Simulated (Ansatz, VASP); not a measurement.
# Te3P in VASP and in Ansatz

```
CELL_PARAMETERS angstrom
4.64239 0.00000 0.00000
0.00000 4.64239 0.00000
0.00000 0.00000 4.64239
ATOMIC_POSITIONS crystal
Te 0.00000 0.50000 0.50000
Te 0.50000 0.00000 0.50000
Te 0.50000 0.50000 0.00000
P 0.00000 0.00000 0.00000
```

Alike in both runs: functional PBE; k mesh 10 × 10 × 10; occupations gaussian, width 0.1 eV; no spin polarisation.

Ansatz relaxed the structure, and its values are those at the end. VASP's run is a single point on that final structure, the one shown.

```csv
,VASP,Ansatz
version,VASP 6.6.1,Ansatz 0.2.0
potentials or method,"VASP PAW PBE potentials, release 64 (Te, P), cutoff 520 eV","scalar-relativistic, plane waves, PAW"
valence electrons in the cell,23,53
```

Ansatz gave:

```
gap on the k mesh at the Fermi level (eV) : none
pressure (GPa)                            : 0.0
```

Q: What did VASP give for the same quantities?

A: gap on the k mesh at the Fermi level (eV): none; pressure (GPa): -0.1.

A gap of «none» marks a metal or a gap that the smearing closes. VASP's potentials hold 23 valence electrons a cell and Ansatz's 53, so a difference there can come from the potentials and not from the codes.

Neither program's run includes spin-orbit coupling.
